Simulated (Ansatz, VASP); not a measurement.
## HPt6 in VASP and in Ansatz

```xyz
14
Lattice="5.6143 0.0000 0.0000 -2.8072 4.8622 0.0000 0.0000 0.0000 22.6193" Properties=species:S:1:pos:R:3 pbc="T T T"
Pt    1.4036    0.8104    4.0000
Pt    0.0000    3.2414    4.0000
Pt    4.2107    0.8104    4.0000
Pt    2.8072    3.2414    4.0000
Pt    0.0000    1.6207    6.3097
Pt   -1.4036    4.0518    6.3097
Pt    2.8072    1.6207    6.3097
Pt    1.4036    4.0518    6.3097
Pt    0.0000    0.0000    8.6193
Pt   -1.4036    2.4311    8.6193
Pt    2.8072    0.0000    8.6193
Pt    1.4036    2.4311    8.6193
H     0.0000    2.0561   10.0293
H     0.0000    2.8061   10.0293
```

Alike in both runs: task single point; functional PBE; k mesh 6 × 6 × 1; occupations gaussian, width 0.1 eV; no spin polarisation.

|  | VASP | Ansatz |
| --- | --- | --- |
| version | VASP 6.6.1 | Ansatz 0.2.0 |
| potentials or method | VASP PAW PBE potentials, release 64 (Pt, H), cutoff 520 eV | scalar-relativistic, plane waves, PAW |
| valence electrons in the cell | 122 | 218 |

Ansatz gave:

| Item | Value |
| --- | --- |
| gap on the k mesh at the Fermi level (eV) | none |
| rms of the force components (eV/Å) | 0.724 |

Task: Which values does VASP return?

Result: gap on the k mesh at the Fermi level (eV): none; rms of the force components (eV/Å): 0.719.

Atom by atom the forces differ by 0.010 eV/Å (rms over components). A gap of «none» marks a metal or a gap that the smearing closes. The functional is the same, so the differences come from potentials, cutoffs and numerics. VASP's potentials hold 122 valence electrons a cell and Ansatz's 218, so a difference there can come from the potentials and not from the codes. Ansatz's warnings: xc potential rough in thin density.

Spin-orbit coupling is off throughout.
